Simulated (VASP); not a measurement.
Wanted: the native input for a VASP 6.6.1 run.

- Task: single point
- Functional: r2SCAN
- Potentials or basis: VASP PAW PBE potentials, release 64 (Sn_d)
- Cutoff: 520 eV
- k mesh: 9 × 9 × 6
- Occupations: methfessel-paxton, width 0.1 eV
- Spin: no spin polarisation
- Dipole correction: no
- Further INCAR settings: ALGO = Normal; EDIFF = 1e-06; NBANDS = 21; ISYM = 0

Crystal: Sn.

```xyz
2
Lattice="-2.9196 2.9196 1.5938 2.9196 -2.9196 1.5938 2.9196 2.9196 -1.5938" Properties=species:S:1:pos:R:3 pbc="T T T"
Sn    0.0000    0.0000    0.0000
Sn    0.0000    2.9196    0.7969
```

These files were run (other wordings do the same):

POSCAR

```
Sn
1.0
   -2.9196440000      2.9196440000      1.5938000000
    2.9196440000     -2.9196440000      1.5938000000
    2.9196440000      2.9196440000     -1.5938000000
Sn
2
Direct
    0.0000000000      0.0000000000      0.0000000000
    0.7500000000      0.2500000000      0.5000000000
```

INCAR.step1

```
ALGO     = Normal         # electronic algorithm
EDIFF    = 1E-4           # SCF threshold, eV
ENCUT    = 520            # plane-wave cutoff, eV
GGA      = PE             # functional
ISMEAR   = 1              # smearing method
ISYM     = 0            
LASPH    = True           # aspherical terms in the spheres
LCHARG   = False          # write CHGCAR
LREAL    = False          # projectors in reciprocal space
LWAVE    = True           # write WAVECAR
NBANDS   = 21             # bands
NELM     = 60             # most SCF steps
PREC     = Accurate       # precision mode
SIGMA    = 0.1            # smearing width, eV
```

INCAR.step2

```
ALGO     = Normal         # electronic algorithm
EDIFF    = 1E-6           # SCF threshold, eV
ENCUT    = 520            # plane-wave cutoff, eV
ISIF     = 2              # what is computed and relaxed
ISMEAR   = 1              # smearing method
ISTART   = 1            
ISYM     = 0            
LASPH    = True           # aspherical terms in the spheres
LCHARG   = True           # write CHGCAR
LELF     = True           # ELF
LMIXTAU  = True         
LREAL    = False          # projectors in reciprocal space
LVHAR    = True         
LWAVE    = False          # write WAVECAR
METAGGA  = R2SCAN         # meta-GGA
NBANDS   = 21             # bands
NELM     = 60             # most SCF steps
PREC     = Accurate       # precision mode
SIGMA    = 0.1            # smearing width, eV
```

KPOINTS

```
k-points
0
Gamma
  9 9 6
```

Potentials or basis: VASP PAW PBE potentials, release 64 (Sn_d).

Command:

```bash
$ cat potpaw_PBE.64/Sn_d/POTCAR > POTCAR
$ cp INCAR.step1 INCAR
$ mpirun -np 1 vasp_std > vasp.out
$ cp INCAR.step2 INCAR
$ mpirun -np 1 vasp_std > vasp.out
```

Results of the run:

```
Pressure               : 0.9 GPa
Largest force          : 0.022 eV/Å
Band gap on the k mesh : zero (bands 14 and 15 overlap by 4.63 eV)
```

Caveat: the PAW data sets were made with another functional, which shifts forces and pressure a little; spin-orbit coupling is left out, which moves the levels of the heavy elements.

Run time: 13 min on 1 thread of Intel Xeon 8259CL, with other jobs on the host, peak memory 0.37 GiB.
